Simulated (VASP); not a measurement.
Here is a VASP 6.6.1 calculation.

INCAR

```
  PREC = Accurate
  ENCUT = 520
  EDIFF = 1E-6
  ISMEAR = -1
  SIGMA = 0.05
  LREAL = Auto
  LASPH = T
  NELM = 150
  ALGO = Normal
  ISIF = 2
  LWAVE = F
  LCHARG = T
  ISPIN = 2
  MAGMOM = 0 0 0 0 0 0 0 0 0 0 0 0 0 0 0 0 0 0 0 0 0 0 0 0 0 0 0 0 0 0 0 0 0 0 0 0 0 0 0 0 0 0 0 0 0 0 0 0 0 0 0 0 0 0 0 0 0 0 0 0 0 0 0
  LORBIT = 11
  GGA = PE
  LELF = T
  LVHAR = T
  NBANDS = 167
  NELECT = 251.0
```

Contents of KPOINTS:

```
Automatic mesh
0
Gamma
  1 1 1
```

POSCAR

```
Si
1.0
   10.8600000000      0.0000000000      0.0000000000
    0.0000000000     10.8600000000      0.0000000000
    0.0000000000      0.0000000000     10.8600000000
Si
63
Direct
    0.4997764273      0.0002796501     -0.0001049724
    0.6217542357      0.1265429098      0.1261574586
    0.7490502762      0.2485212707     -0.0000575506
    0.8743273481      0.3753818600      0.1251108656
    0.7490516575      0.0003260589      0.2481316759
    0.8743268877      0.1254938306      0.3749947514
    0.0000146409      0.0021319521      0.0017453959
    0.1215739411      0.1340114180      0.1336238490
    0.2479456722      0.2521109576      0.0034526703
    0.3660488029      0.3784824125      0.1336207182
    0.4979274401      0.5000421731      0.0017427256
    0.6250246777      0.6268393186      0.1239693370
    0.7512406077      0.7488157459     -0.0033274401
    0.8732182320      0.8750311234      0.1239688766
    0.2479439227      0.0038413444      0.2517263352
    0.3660393186      0.1340177716      0.3780966851
    0.4962161142      0.2521119705      0.2517256906
    0.6247651934      0.3752797422      0.3748960405
    0.7501931860      0.4999745856      0.2492438306
    0.8904511050      0.6096046041      0.3732185083
    0.4979199816      0.0021368324      0.4996542357
    0.6250233886      0.1243545120      0.6264534070
    0.7501932781      0.2496254144      0.4995885820
    0.8904627072      0.3735984346      0.6092075506
    0.7512387661     -0.0029411602      0.7484319521
    0.8732143646      0.1243555249      0.8746488029
   -0.0000202578      0.5000758748     -0.0003184162
    0.1246742173      0.6257276243      0.1251108656
    0.2515349908      0.7510060773     -0.0000570902
    0.3735127072      0.8783025783      0.1261581031
   -0.0016953959      0.2657617864      0.2653761510
    0.2342985267      0.5017498158      0.2653720074
    0.3745614180      0.6257279006      0.3749952118
    0.4997291897      0.7510051565      0.2481329650
    0.6268223757      0.8732343462      0.3749307551
   -0.0000195212      0.0000681400      0.4996910681
    0.1246753223      0.1254938306      0.6253464088
    0.2342860958      0.2657700737      0.5013699816
    0.3745616943      0.3753812155      0.6253462247
    0.4999884899      0.5000754144      0.4996913444
    0.6285358195      0.6232482505      0.6228617864
    0.7587023020      0.7413549724      0.4964896869
    0.8768078269      0.8715218232      0.6228623389
    0.2515387661      0.0003251381      0.7506190608
    0.3735143646      0.1265417127      0.8779160221
    0.4997305709      0.2485186924      0.7506197053
    0.6268296501      0.3753182320      0.8728406077
    0.7587112339      0.4968754144      0.7409582873
    0.8768092081      0.6232472376      0.8711329650
    0.0000816759      0.7498620626      0.2492441989
    0.1247759669      0.8752913444      0.3748956722
    0.0624019337      0.4376463168      0.4372851750
    0.1264558932      0.6095974217      0.6092121547
    0.2504290976      0.7498621547      0.4995883978
    0.3757022099      0.8750320442      0.6264521179
    0.0000806630      0.2496254144      0.7494790976
    0.1247752302      0.3752802026      0.8749051565
    0.2504295580      0.4999753223      0.7494792818
    0.3757005525      0.6268418048      0.8746483425
    0.5029977901      0.7488168508      0.7484313996
    0.6249764273      0.8750795580      0.8746952118
    0.0031807551      0.7413490792      0.7409615101
    0.1247384899      0.8732296501      0.8728431860
```

Potentials or basis: VASP PAW PBE potentials, release 64 (Si).

Run with:

```bash
$ cat potpaw_PBE.64/Si/POTCAR > POTCAR
$ mpirun -np 1 vasp_gam > vasp.out
```

(1) Estimate the largest force.

(2) What does it give for the net moment?

Answers

(1) 0.007 eV/Å.

(2) 0.00 μB per cell.

Caveat: the k points lie up to 0.58 Å⁻¹ apart; the cell carries a net charge on a neutralising background, which shifts energy and pressure; no moment was typed at the start, so none could form.
